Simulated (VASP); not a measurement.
Runs of VASP 6.6.1 on KMgF3. The structure is that of space group Pm-3m (No. 221), or close to it. The cells are those of the table. 

```tsv
cell	gap on the mesh (eV)	pressure (GPa)
a = 4.056 Å, 5 atoms	6.92	-0.5
a = 4.021 Å, 5 atoms	7.11	1.3
a = 3.950 Å, 5 atoms	(b)	(a)
a = 3.877 Å, 5 atoms	7.97	11.6
a = 4.089 Å, 5 atoms	6.75	(d)
a = 3.986 Å, 5 atoms	(c)	3.4
a = 3.914 Å, 5 atoms	7.73	8.4
```

Alike in all rows: task single point; level PBE; potentials or basis VASP PAW PBE potentials, release 64 (K_sv, Mg, F); no spin polarisation; k mesh 6 × 6 × 6; cutoff (eV) 520; smearing gaussian 0.01 eV.

**Question.** Fill in the values left out.

**Answer.** (a) 5.7; (b) 7.51; (c) 7.30; (d) -2.0.

A k mesh can miss the band edges.
